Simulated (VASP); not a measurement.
# Al (P6_3/mmc) in VASP: settings compared, part 2 of 2

VASP 6.6.1. The steps go on from the part before.

## 4. Single point, PBEsol

This run uses another cell than the first one, of 16.23 Å³/atom, 1.024 times its volume.

Contents of INCAR:

```
SYSTEM = Al
PREC = Accurate ; ENCUT = 520
EDIFF = 1E-6 ; ISMEAR = -1
SIGMA = 0.15 ; LREAL = .False.
LASPH = .True. ; NELM = 80
ALGO = Normal ; ISIF = 2
LWAVE = .False. ; LCHARG = .False.
GGA = PS ; NBANDS = 14
```

Contents of KPOINTS:

```
Automatic mesh
0
Gamma
  9 9 3
  0 0 0
```

Contents of POSCAR:

```
Al
1.0
    2.8308849855      0.0000002891      0.0000000000
   -1.4154427431      2.4516181681      0.0000000000
    0.0000000000      0.0000000000      9.3550634886
Al
4
Direct
    0.0000000000      0.0000000000      0.0000000000
    0.3333333333      0.6666666667      0.2500000000
    0.0000000000      0.0000000000      0.5000000000
    0.6666666667      0.3333333333      0.7500000000
```

Potentials or basis: VASP PAW PBE potentials, release 64 (Al).

Launch:

```bash
$ cat potpaw_PBE.64/Al/POTCAR > POTCAR
$ mpirun -np 1 vasp_std > vasp.out
```

OUTCAR:

```text
SYSTEM = Al
   PREC = Accurate
   ENCUT = 520
   EDIFF = 1E-6
   ISMEAR = -1
   LREAL = .False.
   LASPH = .True.
   NELM = 80
   ISIF = 2
   GGA = PS

 ion  position               nearest neighbor table
   1  0.000  0.000  0.000-   2 2.85   4 2.85   4 2.85   2 2.85   4 2.85   2 2.85
   2  0.333  0.667  0.250-   1 2.85   3 2.85   1 2.85   3 2.85   1 2.85   3 2.85
   3  0.000  0.000  0.500-   2 2.85   4 2.85   4 2.85   2 2.85   4 2.85   2 2.85
   4  0.667  0.333  0.750-   1 2.85   3 2.85   1 2.85   3 2.85   1 2.85   3 2.85

  LATTYP: Found a hexagonal cell.
 ALAT       =     2.8308849855
 C/A-ratio  =     3.3046427306

  Lattice vectors:

 A1 = (   2.8308849855,   0.0000002891,   0.0000000000)
 A2 = (  -1.4154427431,   2.4516181681,   0.0000000000)
 A3 = (   0.0000000000,   0.0000000000,   9.3550634886)

Analysis of symmetry for initial positions (statically):
=====================================================================
 Subroutine PRICEL returns:
 Original cell was already a primitive cell.

 Routine SETGRP: Setting up the symmetry group for a
 hexagonal supercell.

 Subroutine GETGRP returns: Found 24 space group operations
 (whereof 12 operations were pure point group operations)
 out of a pool of 24 trial point group operations.

The static configuration has the point symmetry D_3d.
 The point group associated with its full space group is D_6h.

Analysis of symmetry for dynamics (positions and initial velocities):
=====================================================================
 Subroutine PRICEL returns:
 Original cell was already a primitive cell.

 Routine SETGRP: Setting up the symmetry group for a
 hexagonal supercell.

 Subroutine GETGRP returns: Found 24 space group operations
 (whereof 12 operations were pure point group operations)
 out of a pool of 24 trial point group operations.

The dynamic configuration has the point symmetry D_3d.
 The point group associated with its full space group is D_6h.

 Subroutine INISYM returns: Found 24 space group operations
 (whereof 12 operations are pure point group operations),
 and found     1 'primitive' translations

----------------------------------------------------------------------------------------

                                     Primitive cell

  volume of cell :      64.9265

  direct lattice vectors                    reciprocal lattice vectors
     2.830884986  0.000000289  0.000000000     0.353246404  0.203946954  0.000000000
    -1.415442743  2.451618168  0.000000000    -0.000000042  0.407893837  0.000000000
     0.000000000  0.000000000  9.355063489     0.000000000  0.000000000  0.106893983

  length of vectors
     2.830884986  2.830884986  9.355063489     0.407893837  0.407893837  0.106893983

  position of ions in fractional coordinates (direct lattice)
     0.000000000  0.000000000  0.000000000
     0.333333333  0.666666667  0.250000000
     0.000000000  0.000000000  0.500000000
     0.666666667  0.333333333  0.750000000

  ion indices of the primitive-cell ions
   primitive index   ion index
                 1           1
                 2           2
                 3           3
                 4           4

----------------------------------------------------------------------------------------

 KPOINTS: Automatic mesh
[... 51 lines left out ...]
   total plane-waves  NPLWV =  40320
   dimension x,y,z NGX =    24 NGY =   24 NGZ =   70
   dimension x,y,z NGXF=    48 NGYF=   48 NGZF=  140
   ions per type =               4
   NGX,Y,Z   is equivalent  to a cutoff of  14.09, 14.09, 12.44 a.u.
   NGXF,Y,Z  is equivalent  to a cutoff of  28.19, 28.19, 24.88 a.u.
 SYSTEM =  Al
   PREC   = accura    normal or accurate (medium, high low for compatibility)
   ISTART =      0    job   : 0-new  1-cont  2-samecut
   ICHARG =      2    charge: 1-file 2-atom 10-const
   ISPIN  =      1    spin polarized calculation?
   LNONCOLLINEAR =      F non collinear calculations
   LSORBIT =      F    spin-orbit coupling
   LASPH  =      T    aspherical Exc in radial PAW
   ENCUT  =  520.0 eV  38.22 Ry    6.18 a.u.   5.26  5.26 17.39*2*pi/ulx,y,z
   NELM   =     80;   NELMIN=  2; NELMDL= -5     # of ELM steps
   EDIFF  = 0.1E-05   stopping-criterion for ELM
   LREAL  =      F    real-space projection
   EDIFFG = 0.1E-04   stopping-criterion for IOM
   NSW    =      0    number of steps for IOM
   IBRION =     -1    ionic relax: 0-MD 1-quasi-New 2-CG
   NFREE  =      0    steps in history (QN), initial steepest desc. (CG)
   ISIF   =      2    stress and relaxation
   ISYM   =      2    0-nonsym 1-usesym 2-fastsym
   POTIM  = 0.5000    time-step for ionic-motion
   TEBEG  =    0.0;   TEEND  =   0.0 temperature during run
   PSTRESS=    0.0 pullay stress
   NELECT =      12.0000    total number of electrons
   NUPDOWN=      -1.0000    fix difference up-down
   EMIN   =  10.00;   EMAX   =-10.00  energy-range for DOS
   EFERMI =   0.00;   METHOD = LEGACY
   ISMEAR =    -1;   SIGMA  =   0.15  broadening in eV -4-tet -1-fermi 0-gaus
   EFERMI_NEDOS =   21; number of points for ismear=-14 and -15
   IALGO  =     38    algorithm
   IMIX   =      4    mixing-type and parameters
     AMIX     =   0.40;   BMIX     =  1.00
     AMIX_MAG =   1.60;   BMIX_MAG =  1.00
  volume/ion in A,a.u.               =      16.23       109.54
  Fermi-wavevector in a.u.,A,eV,Ry     =   0.932527  1.762220 11.831710  0.869606
  Thomas-Fermi vector in A             =   2.059134
   LORBIT       =      0    0 simple, 1 ext, 2 COOP (PROOUT), +10 PAW based schemes
   GGA     = PS    functional components
   LHFCALC =     F    Hartree Fock is set to
   AEXX    =    0.0000 exact exchange contribution
   IVDW    =     0    specifies the selected vdW correction
   LEPSILON=     F    determine dielectric tensor
   LRPA    =     F    only Hartree local field effects (RPA)
 non-spin polarized calculation
  energy-cutoff  :      520.00
  volume of cell :       64.93
 maximum number of plane-waves:      1760
 NGX is ok and might be reduce to    24
   NGX = 11   NGY = 11   NGZ = 35

 number of electron      12.0000000 magnetization

 Free energy of the ion-electron system (eV)
  ---------------------------------------------------
  ext. energy  EPLUGINS =         0.00000000
  ---------------------------------------------------
  free energy    TOTEN  =       -16.36863629 eV

  energy without entropy =      -16.25437929  energy(sigma->0) =      -16.31150779

 E-fermi :   8.0829     XC(G=0): -10.3174

 val. band max:        8.0382098747   @ k =   0.3333   0.2222   0.3333
 cond. band min:       8.2242766113   @ k =   0.2222   0.2222   0.3333
 fundamental gap:      0.1860667365
 Fermi energy:         8.0829492404

 k-point     1 :       0.0000    0.0000    0.0000
  band No.  band energies     occupation
      1      -3.1233      2.00000
      2      -1.4448      2.00000
      3      -1.4401      2.00000
      4       3.3990      2.00000
      5       3.5782      2.00000
      6      11.3651      0.00000
      7      11.3760      0.00000
      8      19.0804      0.00000
      9      19.0804      0.00000
     10      19.2366      0.00000
     11      19.2366      0.00000
     12      20.1787      0.00000
     13      20.1821      0.00000
     14      20.3424      0.00000
[... 377 lines left out ...]
      1       4.9146      2.00000
      2       5.0410      2.00000
      3       5.0410      2.00000
      4       5.3698      2.00000
      5       5.5481      2.00000
      6       5.5481      2.00000
      7       7.6127      1.91663
      8       7.6127      1.91663
      9       7.9358      1.45457
     10       9.3630      0.00039
     11       9.6540      0.00006
     12       9.6540      0.00006
     13      13.5093      0.00000
     14      13.5093      0.00000

------------------------ aborting loop because EDIFF is reached ----------------------------------------

  FORCE on cell =-STRESS in cart. coord.  units (eV):
  Direction    XX          YY          ZZ          XY          YZ          ZX
  --------------------------------------------------------------------------------------
  -------------------------------------------------------------------------------------
  Total        0.0191798      0.0191798      0.0321417      0.0000000      0.0000000      0.0000000
  in kB        0.4732968      0.4732968      0.7931534      0.0000000      0.0000000      0.0000000
  external PRESSURE =       0.5799157 kB  Pullay stress =       0.0000000 kB

 VOLUME and BASIS-vectors are now :
 -----------------------------------------------------------------------------
  energy-cutoff  :      520.00
  volume of cell :       64.93
      direct lattice vectors                 reciprocal lattice vectors
     2.830884986  0.000000289  0.000000000     0.353246404  0.203946954  0.000000000
    -1.415442743  2.451618168  0.000000000    -0.000000042  0.407893837  0.000000000
     0.000000000  0.000000000  9.355063489     0.000000000  0.000000000  0.106893983

 POSITION                                       TOTAL-FORCE (eV/Angst)
 -----------------------------------------------------------------------------------
      0.00000      0.00000      0.00000        -0.000000      0.000000     -0.000000
     -0.00000      1.63441      2.33877         0.000000     -0.000000      0.000000
      0.00000      0.00000      4.67753         0.000000      0.000000     -0.000000
      1.41544      0.81721      7.01630        -0.000000      0.000000      0.000000
 -----------------------------------------------------------------------------------
    total drift:                               -0.000000      0.000000      0.000000

  FREE ENERGIE OF THE ION-ELECTRON SYSTEM (eV)
  ---------------------------------------------------
  free  energy   TOTEN  =       -16.3686362942 eV

  energy  without entropy=      -16.2543792928  energy(sigma->0) =      -16.31150779
```

Wall time 17 s (1 thread of Intel Xeon Platinum 8375C at 2.90GHz (Ice Lake), shared host); peak memory 0.18 GiB.

Results:

- Free energy: -16.3686 eV
- Pressure: 0.1 GPa
- Band gap on the k mesh: zero (band 6 reaches 11.93 eV, above the bottom of band 7 at 6.80 eV)

Caveat: the PAW data sets were made with another functional, which shifts forces and pressure a little.

## 5. Summary

```csv
level,potentials or basis,cell,gap on the mesh (eV),pressure (GPa)
LDA,"VASP PAW LDA potentials, release 64 (Al)","a = 2.808, b = 2.808, c = 9.286 Å, angles 90.0, 90.0, 120.0°, 4 atoms",none,0.1
BLYP+D3(BJ),"VASP PAW PBE potentials, release 64 (Al)","a = 2.787, b = 2.787, c = 9.233 Å, angles 90.0, 90.0, 120.0°, 4 atoms",none,0.2
PBEsol,"VASP PAW PBE potentials, release 64 (Al)","a = 2.831, b = 2.831, c = 9.355 Å, angles 90.0, 90.0, 120.0°, 4 atoms",none,0.1
```

Alike in all rows: task single point; no spin polarisation; k mesh 9 × 9 × 3; cutoff (eV) 520; smearing fermi-dirac 0.15 eV.

Caveats: the PAW data sets were made with another functional, which shifts forces and pressure a little (some runs); pairwise dispersion overbinds metals, which lowers pressure and volume (some runs).

Total energies depend on the potentials used, so only differences within one code and one set of settings carry meaning.
